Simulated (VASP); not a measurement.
# LaSc2As4 (P4) in VASP: single point with PBE

Aim: the single point of LaSc2As4 with PBE.

Everything below comes from runs of VASP 6.6.1. Logs are shortened: lines on timing, memory, paths and dates and some standing lists are left out, and cuts for length are marked.

## 1. The cell of the first run

The structure is tetragonal, space group P4 (No. 75). Conventional cell: a = 4.777 Å, b = 4.777 Å, c = 8.376 Å, α = 90.00°, β = 90.00°, γ = 90.00°. La (site symmetry 4) has 4 Sc at 2.66 Å within 3.5 Å. Sc (site symmetry 2) has 4 As at 2.23 to 2.79 Å and 2 La at 2.66 Å within 2.9 Å. As (site symmetry 1) has 5 As at 2.21 to 2.71 Å and 2 Sc at 2.23 to 2.79 Å within 2.9 Å.

## 2. Single point, PBE

INCAR reads:

```
ALGO = Normal ; EDIFF = 1E-6
ENCUT = 520 ; GGA = PE
ISIF = 2 ; ISMEAR = 0
LASPH = True ; LCHARG = False
LREAL = False ; LWAVE = False
NBANDS = 36 ; NELM = 100
PREC = Accurate ; SIGMA = 0.1
```

KPOINTS reads:

```
k-points
0
Gamma
  4 4 2
```

POSCAR reads:

```
LaSc2As4
1.0
    4.7769033800      0.0000000000      0.0000000000
    0.0000000000      4.7769033800      0.0000000000
    0.0000000000      0.0000000000      8.3757094100
La Sc As
1 2 4
Direct
    0.0000000000      0.0000000000      0.9200588800
    0.0000000000      0.5000000000      0.0595209000
    0.5000000000      0.0000000000      0.0595209000
    0.2152719200      0.6609031300      0.2768211700
    0.7847280800      0.3390968700      0.2768211700
    0.3390968700      0.2152719200      0.2768211700
    0.6609031300      0.7847280800      0.2768211700
```

Potentials or basis: VASP PAW PBE potentials, release 64 (La, Sc_sv, As).

Started as:

```
$ cat potpaw_PBE.64/La/POTCAR potpaw_PBE.64/Sc_sv/POTCAR potpaw_PBE.64/As/POTCAR > POTCAR
$ mpirun -np 1 vasp_std > vasp.out
```

OUTCAR:

```text
EDIFF = 1E-6
   ENCUT = 520
   GGA = PE
   ISIF = 2
   ISMEAR = 0
   LASPH = True
   LREAL = False
   NELM = 100
   PREC = Accurate

 ion  position               nearest neighbor table
   1  0.000  0.000  0.920-   2 2.66   3 2.66   2 2.66   3 2.66
   2  0.000  0.500  0.060-   4 2.23   5 2.23   1 2.66   1 2.66   7 2.79   6 2.79   3 3.38   3 3.38
                             3 3.38   3 3.38
   3  0.500  0.000  0.060-   6 2.23   7 2.23   1 2.66   1 2.66   5 2.79   4 2.79   2 3.38   2 3.38
                             2 3.38   2 3.38
   4  0.215  0.661  0.277-   6 2.21   7 2.21   2 2.23   5 2.57   6 2.71   7 2.71   3 2.79
   5  0.785  0.339  0.277-   6 2.21   7 2.21   2 2.23   4 2.57   6 2.71   7 2.71   3 2.79
   6  0.339  0.215  0.277-   4 2.21   5 2.21   3 2.23   7 2.57   4 2.71   5 2.71   2 2.79
   7  0.661  0.785  0.277-   4 2.21   5 2.21   3 2.23   6 2.57   4 2.71   5 2.71   2 2.79

  LATTYP: Found a simple tetragonal cell.
 ALAT       =     4.7769033800
 C/A-ratio  =     1.7533763494

  Lattice vectors:

 A1 = (   4.7769033800,   0.0000000000,   0.0000000000)
 A2 = (   0.0000000000,   4.7769033800,   0.0000000000)
 A3 = (   0.0000000000,   0.0000000000,   8.3757094100)

Analysis of symmetry for initial positions (statically):
=====================================================================
 Subroutine PRICEL returns:
 Original cell was already a primitive cell.

 Routine SETGRP: Setting up the symmetry group for a
 simple tetragonal supercell.

 Subroutine GETGRP returns: Found  4 space group operations
 (whereof  4 operations were pure point group operations)
 out of a pool of 16 trial point group operations.

The static configuration has the point symmetry     .

Analysis of symmetry for dynamics (positions and initial velocities):
=====================================================================
 Subroutine PRICEL returns:
 Original cell was already a primitive cell.

 Routine SETGRP: Setting up the symmetry group for a
 simple tetragonal supercell.

 Subroutine GETGRP returns: Found  4 space group operations
 (whereof  4 operations were pure point group operations)
 out of a pool of 16 trial point group operations.

The dynamic configuration has the point symmetry     .

 Subroutine INISYM returns: Found  4 space group operations
 (whereof  4 operations are pure point group operations),
 and found     1 'primitive' translations

----------------------------------------------------------------------------------------

                                     Primitive cell

  volume of cell :     191.1237

  direct lattice vectors                    reciprocal lattice vectors
     4.776903380  0.000000000  0.000000000     0.209340638  0.000000000  0.000000000
     0.000000000  4.776903380  0.000000000     0.000000000  0.209340638  0.000000000
     0.000000000  0.000000000  8.375709410     0.000000000  0.000000000  0.119392872

  length of vectors
     4.776903380  4.776903380  8.375709410     0.209340638  0.209340638  0.119392872

  position of ions in fractional coordinates (direct lattice)
     0.000000000  0.000000000  0.920058880
     0.000000000  0.500000000  0.059520900
     0.500000000  0.000000000  0.059520900
     0.215271920  0.660903130  0.276821170
     0.784728080  0.339096870  0.276821170
     0.339096870  0.215271920  0.276821170
     0.660903130  0.784728080  0.276821170

  ion indices of the primitive-cell ions
   primitive index   ion index
                 1           1
                 2           2
                 3           3
                 4           4
                 5           5
                 6           6
                 7           7

----------------------------------------------------------------------------------------

 KPOINTS: k-points

Automatic generation of k-mesh.
 Grid dimensions read from file:
 generate k-points for:    4    4    2

 Generating k-lattice:

  Cartesian coordinates                     Fractional coordinates (reciprocal lattice)
     0.052335159  0.000000000  0.000000000     0.250000000  0.000000000  0.000000000
     0.000000000  0.052335159  0.000000000     0.000000000  0.250000000  0.000000000
     0.000000000  0.000000000  0.059696436     0.000000000  0.000000000  0.500000000

  Length of vectors
     0.052335159  0.052335159  0.059696436

  Shift w.r.t. Gamma in fractional coordinates (k-lattice)
     0.000000000  0.000000000  0.000000000

 Subroutine IBZKPT returns following result:
 ===========================================

 Found     12 irreducible k-points:

 Following reciprocal coordinates:
            Coordinates               Weight
  0.000000  0.000000  0.000000      1.000000
  0.250000  0.000000  0.000000      4.000000
  0.500000  0.000000  0.000000      2.000000
  0.250000  0.250000  0.000000      4.000000
  0.500000  0.250000  0.000000      4.000000
  0.500000  0.500000  0.000000      1.000000
  0.000000  0.000000  0.500000      1.000000
  0.250000  0.000000  0.500000      4.000000
  0.500000  0.000000  0.500000      2.000000
  0.250000  0.250000  0.500000      4.000000
  0.500000  0.250000  0.500000      4.000000
  0.500000  0.500000  0.500000      1.000000
   k-points           NKPTS =     12   k-points in BZ     NKDIM =     12   number of bands    NBANDS=     36
   number of dos      NEDOS =    301   number of ions     NIONS =      7
   total plane-waves  NPLWV =  82944
   dimension x,y,z NGX =    36 NGY =   36 NGZ =   64
   dimension x,y,z NGXF=    72 NGYF=   72 NGZF=  128
   ions per type =               1   2   4
   NGX,Y,Z   is equivalent  to a cutoff of  12.53, 12.53, 12.70 a.u.
   NGXF,Y,Z  is equivalent  to a cutoff of  25.06, 25.06, 25.41 a.u.
 SYSTEM =  unknown system
   PREC   = accura    normal or accurate (medium, high low for compatibility)
   ISTART =      0    job   : 0-new  1-cont  2-samecut
   ICHARG =      2    charge: 1-file 2-atom 10-const
   ISPIN  =      1    spin polarized calculation?
   LNONCOLLINEAR =      F non collinear calculations
   LSORBIT =      F    spin-orbit coupling
   LASPH  =      T    aspherical Exc in radial PAW
   ENCUT  =  520.0 eV  38.22 Ry    6.18 a.u.   8.88  8.88 15.57*2*pi/ulx,y,z
   NELM   =    100;   NELMIN=  2; NELMDL= -5     # of ELM steps
   EDIFF  = 0.1E-05   stopping-criterion for ELM
   LREAL  =      F    real-space projection
   EDIFFG = 0.1E-04   stopping-criterion for IOM
   NSW    =      0    number of steps for IOM
   IBRION =     -1    ionic relax: 0-MD 1-quasi-New 2-CG
   NFREE  =      0    steps in history (QN), initial steepest desc. (CG)
   ISIF   =      2    stress and relaxation
   ISYM   =      2    0-nonsym 1-usesym 2-fastsym
   POTIM  = 0.5000    time-step for ionic-motion
   TEBEG  =    0.0;   TEEND  =   0.0 temperature during run
   PSTRESS=    0.0 pullay stress
   NELECT =      53.0000    total number of electrons
   NUPDOWN=      -1.0000    fix difference up-down
   EMIN   =  10.00;   EMAX   =-10.00  energy-range for DOS
   EFERMI =   0.00;   METHOD = LEGACY
   ISMEAR =     0;   SIGMA  =   0.10  broadening in eV -4-tet -1-fermi 0-gaus
   EFERMI_NEDOS =   21; number of points for ismear=-14 and -15
   IALGO  =     38    algorithm
   IMIX   =      4    mixing-type and parameters
     AMIX     =   0.40;   BMIX     =  1.00
     AMIX_MAG =   1.60;   BMIX_MAG =  1.00
  volume/ion in A,a.u.               =      27.30       184.25
  Fermi-wavevector in a.u.,A,eV,Ry     =   1.067567  2.017410 15.506560  1.139700
  Thomas-Fermi vector in A             =   2.203188
   LORBIT       =      0    0 simple, 1 ext, 2 COOP (PROOUT), +10 PAW based schemes
   GGA     = PE    functional components
   LHFCALC =     F    Hartree Fock is set to
   AEXX    =    0.0000 exact exchange contribution
   IVDW    =     0    specifies the selected vdW correction
   LEPSILON=     F    determine dielectric tensor
   LRPA    =     F    only Hartree local field effects (RPA)
 non-spin polarized calculation
 Gauss-broadening in eV      SIGMA  =   0.10
  energy-cutoff  :      520.00
  volume of cell :      191.12
 maximum number of plane-waves:      5176
 NGX is ok and might be reduce to    36
   NGX = 17   NGY = 17   NGZ = 31

 number of electron      53.0000009 magnetization

 Free energy of the ion-electron system (eV)
  ---------------------------------------------------
  ext. energy  EPLUGINS =         0.00000000
  ---------------------------------------------------
  free energy    TOTEN  =       -25.28633295 eV

  energy without entropy =      -25.24923899  energy(sigma->0) =      -25.26778597

 E-fermi :   4.1376     XC(G=0):  -8.3668

 val. band max:        4.1299149994   @ k =   0.2500   0.2500   0.0000
 cond. band min:       4.1523749153   @ k =   0.2500   0.2500   0.5000
 fundamental gap:      0.0224599160
 Fermi energy:         4.1376129122

 k-point     1 :       0.0000    0.0000    0.0000
  band No.  band energies     occupation
      1     -44.1996      2.00000
      2     -44.1582      2.00000
      3     -28.8159      2.00000
      4     -23.2923      2.00000
      5     -23.2923      2.00000
      6     -23.2515      2.00000
[... 28 lines left out ...]
     35       6.3321      0.00000
     36       6.3381      0.00000

 k-point     2 :       0.2500    0.0000    0.0000
  band No.  band energies     occupation
      1     -44.1932      2.00000
      2     -44.1639      2.00000
      3     -28.8405      2.00000
      4     -23.2958      2.00000
      5     -23.2746      2.00000
      6     -23.2254      2.00000
[... 28 lines left out ...]
     35       6.1865      0.00000
     36       6.2100      0.00000
[... 349 lines left out ...]
     35       6.1586      0.00000
     36       6.2226      0.00000

 k-point    12 :       0.5000    0.5000    0.5000
  band No.  band energies     occupation
      1     -44.1775      2.00000
      2     -44.1775      2.00000
      3     -28.9146      2.00000
      4     -23.2709      2.00000
      5     -23.2709      2.00000
      6     -23.1422      2.00000
[... 28 lines left out ...]
     35       6.1159      0.00000
     36       6.1205      0.00000

------------------------ aborting loop because EDIFF is reached ----------------------------------------

  FORCE on cell =-STRESS in cart. coord.  units (eV):
  Direction    XX          YY          ZZ          XY          YZ          ZX
  --------------------------------------------------------------------------------------
  -------------------------------------------------------------------------------------
  Total       42.4835906     42.4835906     31.4973014      0.0000045      0.0000000      0.0000000
  in kB      356.1371527    356.1371527    264.0398105      0.0000376      0.0000000      0.0000000
  external PRESSURE =     325.4380386 kB  Pullay stress =       0.0000000 kB

 VOLUME and BASIS-vectors are now :
 -----------------------------------------------------------------------------
  energy-cutoff  :      520.00
  volume of cell :      191.12
      direct lattice vectors                 reciprocal lattice vectors
     4.776903380  0.000000000  0.000000000     0.209340638  0.000000000  0.000000000
     0.000000000  4.776903380  0.000000000     0.000000000  0.209340638  0.000000000
     0.000000000  0.000000000  8.375709410     0.000000000  0.000000000  0.119392872

 POSITION                                       TOTAL-FORCE (eV/Angst)
 -----------------------------------------------------------------------------------
      0.00000      0.00000      7.70615        -0.000000      0.000000     -2.546869
      0.00000      2.38845      0.49853        -0.000000      0.000000     -6.785524
      2.38845      0.00000      0.49853        -0.000000      0.000000     -6.785524
      1.02833      3.15707      2.31857        -1.030735      4.428517      4.029479
      3.74857      1.61983      2.31857         1.030735     -4.428517      4.029479
      1.61983      1.02833      2.31857        -4.428517     -1.030735      4.029479
      3.15707      3.74857      2.31857         4.428517      1.030735      4.029479
 -----------------------------------------------------------------------------------
    total drift:                                0.000000     -0.000000      0.001864

  FREE ENERGIE OF THE ION-ELECTRON SYSTEM (eV)
  ---------------------------------------------------
  free  energy   TOTEN  =       -25.2863329522 eV

  energy  without entropy=      -25.2492389890  energy(sigma->0) =      -25.26778597
```

Run time: 95 s. Hardware: 1 thread of Intel Xeon Platinum 8375C at 2.90GHz (Ice Lake), shared host; peak memory 0.32 GiB.

What came out:

* Free energy: -25.2863 eV
* Pressure: 32.5 GPa
* Largest force: 6.786 eV/Å

Forces on the atoms (eV/Å):
```
La   0.000  0.000 -2.547
Sc   0.000  0.000 -6.786
Sc   0.000  0.000 -6.786
As  -1.031  4.429  4.029
As   1.031 -4.429  4.029
As  -4.429 -1.031  4.029
As   4.429  1.031  4.029
```

Stress tensor (GPa, compression positive):
```
35.61  0.00  0.00
 0.00 35.61  0.00
 0.00  0.00 26.40
```

Caveat: the k points lie up to 0.38 Å⁻¹ apart; spin-orbit coupling is left out, which moves the levels of the heavy elements; forces of over 1 eV/Å act on the atoms, so gaps and moduli don't describe the material at rest.
